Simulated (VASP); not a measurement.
Write the native input for VASP 6.6.1 that does the following.

- Task: single point
- Functional: PBEsol
- Potentials or basis: VASP PAW PBE potentials, release 64 (Al, Ru_pv)
- Cutoff: 520 eV
- k mesh: 12 × 12 × 12
- Occupations: gaussian, width 0.1 eV
- Spin: no spin polarisation
- Dipole correction: no
- Further INCAR settings: ALGO = Fast; EDIFF = 1e-06; NBANDS = 16

The structure of AlRu lies in POSCAR:

```
AlRu
1.0
    2.9916000000      0.0000000000      0.0000000000
    0.0000000000      2.9916000000      0.0000000000
    0.0000000000      0.0000000000      2.9916000000
Al Ru
1 1
Direct
    0.0000000000      0.0000000000      0.0150421179
    0.5000000000      0.5000000000      0.5000000000
```

This cell differs from its parent crystal: one atom moved.

One way to write it, as run:

INCAR

```
PREC     = Accurate       # precision mode
ENCUT    = 520            # plane-wave cutoff, eV
EDIFF    = 1E-6           # SCF threshold, eV
ISMEAR   = 0              # smearing method
SIGMA    = 0.1            # smearing width, eV
LREAL    = F              # projectors in reciprocal space
LASPH    = T              # aspherical terms in the spheres
NELM     = 100            # most SCF steps
ALGO     = Fast           # electronic algorithm
ISIF     = 2              # what is computed and relaxed
LWAVE    = F              # write WAVECAR
LCHARG   = F              # write CHGCAR
GGA      = PS             # functional
NBANDS   = 16             # bands
```

KPOINTS

```
regular mesh
0
Gamma
  12 12 12
```

Potentials or basis: VASP PAW PBE potentials, release 64 (Al, Ru_pv).

The run is started by

```console
$ cat potpaw_PBE.64/Al/POTCAR potpaw_PBE.64/Ru_pv/POTCAR > POTCAR
$ mpirun -np 1 vasp_std > vasp.out
```

Results of the run:

```json
{
 "Pressure": "-3.3 GPa",
 "Largest force": "0.345 eV/Å",
 "Band gap on the k mesh": "zero (an odd number of electrons rules out a gap without spin polarisation)"
}
```

Caveat: the cell differs from its parent crystal (one atom moved); the cell stands under tension; the PAW data sets were made with another functional, which shifts forces and pressure a little.

Wall time 35 s on 1 thread of AMD EPYC 9R45 (Zen 5), on a shared host, peak memory 0.16 GiB.
